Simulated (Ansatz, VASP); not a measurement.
# In5Sb: VASP beside Ansatz

```
In Sb
1.0
     0.00000    4.44103    4.44103
     4.44103    0.00000    4.44103
     4.44103    4.44103    0.00000
In Sb
5 1
Direct
  0.50000 0.50000 0.50000
  0.85793 0.85793 0.85793
  0.85793 0.85793 0.42622
  0.85793 0.42622 0.85793
  0.42622 0.85793 0.85793
  0.25000 0.25000 0.25000
```

Alike in both runs: task single point; functional PBE; k mesh 4 × 4 × 4; occupations gaussian, width 0.1 eV; no spin polarisation.

|  | VASP | Ansatz |
| --- | --- | --- |
| version | VASP 6.6.1 | Ansatz 0.2.0 |
| potentials or method | VASP PAW PBE potentials, release 64 (In_d, Sb), cutoff 520 eV | scalar-relativistic, plane waves, PAW |
| valence electrons in the cell | 70 | 80 |

Ansatz gave:

```
gap on the k mesh at the Fermi level (eV) : none
pressure (GPa)                            : 4.8
rms of the force components (eV/Å)        : 2.058
```

**Question.** Estimate VASP's values.

**Answer.** gap on the k mesh at the Fermi level (eV): none; pressure (GPa): 4.8; rms of the force components (eV/Å): 2.064.

Atom by atom the forces differ by 0.006 eV/Å (rms over components). A gap of «none» marks a metal or a gap that the smearing closes. VASP's potentials hold 70 valence electrons a cell and Ansatz's 80, so a difference there can come from the potentials and not from the codes.

Spin-orbit coupling is off throughout.
